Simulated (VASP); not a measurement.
Wanted: the native input for a VASP 6.6.1 run.

| Item | Value |
| --- | --- |
| Task | single point |
| Functional | LDA |
| Potentials or basis | VASP PAW LDA potentials, release 64 (F) |
| Cutoff | 520 eV |
| k mesh | 17 × 17 × 17 |
| Occupations | fermi-dirac, width 0.08 eV |
| Spin | no spin polarisation |
| Dipole correction | no |
| Further INCAR settings | ALGO = Normal; EDIFF = 1e-07; NBANDS = 10 |

The structure of F lies in POSCAR:

```
F
1.0
    1.7579283095      0.0000000000      0.0000000000
    0.0000000000      1.7579283095      0.0000000000
    0.0000000000      0.0000000000      1.7579283095
F
1
Direct
    0.0000000000      0.0000000000      0.0000000000
```

This cell differs from its parent crystal: volume scaled by 0.6.

The input as run:

INCAR

```
SYSTEM = F
  PREC = Accurate
  ENCUT = 520
  EDIFF = 1E-7
  ISMEAR = -1
  SIGMA = 0.08
  LREAL = .FALSE.
  LASPH = .TRUE.
  NELM = 80
  ALGO = Normal
  ISIF = 2
  LWAVE = .FALSE.
  LCHARG = .FALSE.
  NBANDS = 10
```

KPOINTS

```
Automatic mesh
0
G
  17 17 17
  0 0 0
```

Potentials or basis: VASP PAW LDA potentials, release 64 (F).

The run is started by

```sh
$ cat potpaw_LDA.64/F/POTCAR > POTCAR
$ mpirun -np 1 vasp_std > vasp.out
```

It gave:

```yaml
Pressure: 191.9 GPa
```

Caveat: an odd number of electrons without spin polarisation forces a metal; a magnetic or distorted state may lie lower.

It took 2.2 s on 1 thread of Intel(R) Xeon(R) 6975P-C (Granite Rapids), with other jobs on the host, peak memory 0.11 GiB.
